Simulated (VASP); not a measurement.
# Y (P6_3/mmc) in VASP: a series of runs, part 2 of 2

VASP 6.6.1. Earlier steps stand in the parts before.

## (3) Single point, LDA (zz strain of -2 %)

Contents of INCAR:

```
SYSTEM = Y
PREC = Accurate
ENCUT = 520
EDIFF = 1E-6
ISMEAR = -1
SIGMA = 0.08
LREAL = .FALSE.
LASPH = .TRUE.
NELM = 80
ALGO = Normal
ISIF = 2
LWAVE = .FALSE.
LCHARG = .FALSE.
NBANDS = 18
```

Contents of KPOINTS:

```
Automatic mesh
0
G
  12 12 7
  0 0 0
```

Contents of POSCAR:

```
Y
1.0
    3.6514992371      0.0000000000      0.0000000000
   -1.8257496185      3.1622911012      0.0000000000
    0.0000000000      0.0000000000      5.6324520000
Y
2
Direct
    0.3333333333      0.6666666667      0.2500000000
    0.6666666667      0.3333333333      0.7500000000
```

Potentials or basis: VASP PAW LDA potentials, release 64 (Y_sv).

The run is started by

```bash
$ cat potpaw_LDA.64/Y_sv/POTCAR > POTCAR
$ mpirun -np 1 vasp_std > vasp.out
```

OUTCAR:

```text
SYSTEM = Y
   PREC = Accurate
   ENCUT = 520
   EDIFF = 1E-6
   ISMEAR = -1
   LREAL = .FALSE.
   LASPH = .TRUE.
   NELM = 80
   ISIF = 2

 ion  position               nearest neighbor table
   1  0.333  0.667  0.250-   2 3.52   2 3.52   2 3.52   2 3.52   2 3.52   2 3.52
   2  0.667  0.333  0.750-   1 3.52   1 3.52   1 3.52   1 3.52   1 3.52   1 3.52

  LATTYP: Found a hexagonal cell.
 ALAT       =     3.6514992371
 C/A-ratio  =     1.5425039509

  Lattice vectors:

 A1 = (   3.6514992371,   0.0000000000,   0.0000000000)
 A2 = (  -1.8257496185,   3.1622911012,   0.0000000000)
 A3 = (   0.0000000000,   0.0000000000,   5.6324520000)

Analysis of symmetry for initial positions (statically):
=====================================================================
 Subroutine PRICEL returns:
 Original cell was already a primitive cell.

 Routine SETGRP: Setting up the symmetry group for a
 hexagonal supercell.

 Subroutine GETGRP returns: Found 24 space group operations
 (whereof 12 operations were pure point group operations)
 out of a pool of 24 trial point group operations.

The static configuration has the point symmetry D_3d.
 The point group associated with its full space group is D_6h.

Analysis of symmetry for dynamics (positions and initial velocities):
=====================================================================
 Subroutine PRICEL returns:
 Original cell was already a primitive cell.

 Routine SETGRP: Setting up the symmetry group for a
 hexagonal supercell.

 Subroutine GETGRP returns: Found 24 space group operations
 (whereof 12 operations were pure point group operations)
 out of a pool of 24 trial point group operations.

The dynamic configuration has the point symmetry D_3d.
 The point group associated with its full space group is D_6h.

 Subroutine INISYM returns: Found 24 space group operations
 (whereof 12 operations are pure point group operations),
 and found     1 'primitive' translations

[... 110 lines left out ...]
   EFERMI_NEDOS =   21; number of points for ismear=-14 and -15
   IALGO  =     38    algorithm
   IMIX   =      4    mixing-type and parameters
     AMIX     =   0.40;   BMIX     =  1.00
     AMIX_MAG =   1.60;   BMIX_MAG =  1.00
  volume/ion in A,a.u.               =      32.52       219.45
  Fermi-wavevector in a.u.,A,eV,Ry     =   1.140667  2.155548 17.702828  1.301121
  Thomas-Fermi vector in A             =   2.277369
   LORBIT       =      0    0 simple, 1 ext, 2 COOP (PROOUT), +10 PAW based schemes
   GGA     = CA    functional components
   LHFCALC =     F    Hartree Fock is set to
   AEXX    =    0.0000 exact exchange contribution
   IVDW    =     0    specifies the selected vdW correction
   LEPSILON=     F    determine dielectric tensor
   LRPA    =     F    only Hartree local field effects (RPA)
 non-spin polarized calculation
  energy-cutoff  :      520.00
  volume of cell :       65.04
 maximum number of plane-waves:      1773
 NGX is ok and might be reduce to    28
   NGX = 13   NGY = 13   NGZ = 21

 number of electron      22.0000001 magnetization

 Free energy of the ion-electron system (eV)
  ---------------------------------------------------
  ext. energy  EPLUGINS =         0.00000000
  ---------------------------------------------------
  free energy    TOTEN  =       -13.87178688 eV

  energy without entropy =      -13.79037619  energy(sigma->0) =      -13.83108153

 E-fermi :   2.8691     XC(G=0):  -9.6800

 val. band max:        2.8688783770   @ k =   0.2500   0.2500   0.4286
 cond. band min:       2.8691754081   @ k =   0.2500   0.0000   0.0000
 fundamental gap:      0.0002970311
 Fermi energy:         2.8690678417

 k-point     1 :       0.0000    0.0000    0.0000
  band No.  band energies     occupation
      1     -39.5595      2.00000
      2     -39.4754      2.00000
      3     -19.9907      2.00000
      4     -19.4886      2.00000
      5     -19.4886      2.00000
      6     -19.3858      2.00000
[... 481 lines left out ...]
      5     -19.6779      2.00000
      6     -19.5731      2.00000
[... 10 lines left out ...]
     17       6.8120      0.00000
     18       6.8754      0.00000

 [... further k-points ...]

------------------------ aborting loop because EDIFF is reached ----------------------------------------

  FORCE on cell =-STRESS in cart. coord.  units (eV):
  Direction    XX          YY          ZZ          XY          YZ          ZX
  --------------------------------------------------------------------------------------
  -------------------------------------------------------------------------------------
  Total       -1.4054459     -1.4054459     -1.2126047     -0.0000000      0.0000000      0.0000000
  in kB      -34.6221591    -34.6221591    -29.8716551     -0.0000000      0.0000000      0.0000000
  external PRESSURE =     -33.0386578 kB  Pullay stress =       0.0000000 kB

 VOLUME and BASIS-vectors are now :
 -----------------------------------------------------------------------------
  energy-cutoff  :      520.00
  volume of cell :       65.04
      direct lattice vectors                 reciprocal lattice vectors
     3.651499237  0.000000000  0.000000000     0.273860115  0.158113211  0.000000000
    -1.825749618  3.162291101  0.000000000     0.000000000  0.316226422  0.000000000
     0.000000000  0.000000000  5.632452000     0.000000000  0.000000000  0.177542569

 POSITION                                       TOTAL-FORCE (eV/Angst)
 -----------------------------------------------------------------------------------
     -0.00000      2.10819      1.40811        -0.000000      0.000000      0.000000
      1.82575      1.05410      4.22434         0.000000      0.000000      0.000000
 -----------------------------------------------------------------------------------
    total drift:                               -0.000000      0.000000     -0.000000

  FREE ENERGIE OF THE ION-ELECTRON SYSTEM (eV)
  ---------------------------------------------------
  free  energy   TOTEN  =       -13.8717868805 eV

  energy  without entropy=      -13.7903761869  energy(sigma->0) =      -13.83108153
```

stdout:

```text
POSCAR found type information on POSCAR Y
 POSCAR found :  1 types and       2 ions
 scaLAPACK will be used
 LDA part: xc-table for (Slater(with rela. corr.)+CA(PZ))
 , standard interpolation
 POSCAR, INCAR and KPOINTS ok, starting setup
 FFT: planning ... GRIDC
 FFT: planning ... GRID_SOFT
 FFT: planning ... GRID
 WAVECAR not read
 entering main loop
```

Wall time 45 s (1 thread of Intel Xeon Platinum 8488C (Sapphire Rapids), shared host); peak memory 0.21 GiB.

What came out:

| Property | Result |
| --- | --- |
| Free energy | -13.8718 eV |
| Pressure | -3.3 GPa |
| Band gap on the k mesh | zero (band 11 reaches 3.98 eV, above the bottom of band 12 at 2.44 eV) |

Caveat: the cell differs from its parent crystal (zz strain of -2 %).

## (4) Single point, LDA (volume scaled by 0.99)

Contents of INCAR:

```
  PREC = Accurate
  ENCUT = 520
  EDIFF = 1E-6
  ISMEAR = -1
  SIGMA = 0.08
  LREAL = F
  LASPH = T
  NELM = 100
  ALGO = Normal
  ISIF = 2
  LWAVE = F
  LCHARG = F
  NBANDS = 18
```

Contents of KPOINTS:

```
Automatic mesh
0
Gamma
  12 12 7
```

Contents of POSCAR:

```
Y
1.0
    3.6392867738      0.0000000000      0.0000000000
   -1.8196433869      3.1517147978      0.0000000000
    0.0000000000      0.0000000000      5.7281777828
Y
2
Direct
    0.3333333333      0.6666666667      0.2500000000
    0.6666666667      0.3333333333      0.7500000000
```

The run is started by

```bash
$ cat potpaw_LDA.64/Y_sv/POTCAR > POTCAR
$ mpirun -np 1 vasp_std > vasp.out
```

It took 43 s on 1 thread of Intel Xeon Platinum 8488C (Sapphire Rapids), shared host; peak memory 0.21 GiB.

The run converged. Its results:

```yaml
Free_energy: -13.8571 eV
Pressure: -3.7 GPa
Band_gap_on_the_k_mesh: zero (band 11 reaches 3.77 eV, above the bottom of band 12 at 2.42 eV)
```

Stress tensor (GPa, compression positive):
```
-3.48  0.00  0.00
 0.00 -3.48  0.00
 0.00  0.00 -4.05
```

Levels at points of the mesh, in eV from the Fermi level:
```
           k point  band 9  band 10  band 11  band 12  band 13  band 14
(0.00, 0.00, 0.00)   -4.68    -1.89     0.95     1.70     1.70     1.96
(0.50, 0.00, 0.00)   -1.68    -1.20    -0.83    -0.05     1.37     1.42
```

## (5) The runs side by side

```csv
cell,gap on the mesh (eV),pressure (GPa)
"a = 3.602, b = 3.602, c = 5.670 Å, angles 90.0, 90.0, 120.0°, 2 atoms",none,-2.6
"a = 3.651, b = 3.651, c = 5.632 Å, angles 90.0, 90.0, 120.0°, 2 atoms",none,-3.3
"a = 3.639, b = 3.639, c = 5.728 Å, angles 90.0, 90.0, 120.0°, 2 atoms",none,-3.7
```

Alike in all rows: task single point; level LDA; potentials or basis VASP PAW LDA potentials, release 64 (Y_sv); no spin polarisation; k mesh 12 × 12 × 7; cutoff (eV) 520; smearing fermi-dirac 0.08 eV.

Total energies depend on the potentials used, so only differences within one code and one set of settings carry meaning.
